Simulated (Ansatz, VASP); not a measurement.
## Ta: VASP beside Ansatz

File INCAR:

```
SYSTEM = Ta
PREC = Accurate
ENCUT = 520
EDIFF = 1E-7
ISMEAR = 0
SIGMA = 0.05
LREAL = .False.
LASPH = .True.
NELM = 80
ALGO = Fast
ISIF = 2
LWAVE = .False.
LCHARG = .False.
GGA = PE
NBANDS = 12
```

Contents of KPOINTS:

```
regular mesh
0
Gamma
  18 18 18
  0 0 0
```

File POSCAR:

```
Ta
1.0
   -1.6608492989      1.6608492989      1.6608492989
    1.6608492989     -1.6608492989      1.6608492989
    1.6608492989      1.6608492989     -1.6608492989
Ta
1
Direct
    0.0000000000      0.0000000000      0.0000000000
```

Input for Ansatz:

```yaml
crystal:
  lattice:
    - [-1.6608492987, 1.6608492987, 1.6608492987]
    - [1.6608492987, -1.6608492987, 1.6608492987]
    - [1.6608492987, 1.6608492987, -1.6608492987]
  atoms:
    - { symbol: Ta, position: [0.0, 0.0, 0.0] }
basis:
  ecutwfc: 420
  ecutrho_ratio: 4
kpoints:
  mp_grid: { grid: [18, 18, 18] }
hamiltonian:
  xc: pbe
scf:
  occupations: { method: gaussian, width: 0.05 }
output:
  forces: true
  stress: true
  eigenvalues: true
```

Alike in both runs: task single point; functional PBE; k mesh 18 × 18 × 18; occupations gaussian, width 0.05 eV; no spin polarisation.

```csv
,VASP,Ansatz
version,VASP 6.6.1,Ansatz 0.2.0
potentials or method,"VASP PAW PBE potentials, release 64 (Ta_pv), cutoff 520 eV","scalar-relativistic, plane waves, PAW"
valence electrons in the cell,11,13
```

Ansatz gave:

```
gap on the k mesh at the Fermi level (eV) : none
pressure (GPa)                            : -0.5
```

Estimate VASP's values.

gap on the k mesh at the Fermi level (eV): none; pressure (GPa): -0.4.

A gap of «none» marks a metal or a gap that the smearing closes. VASP's potentials hold 11 valence electrons a cell and Ansatz's 13, so a difference there can come from the potentials and not from the codes.

Spin-orbit coupling is off throughout.
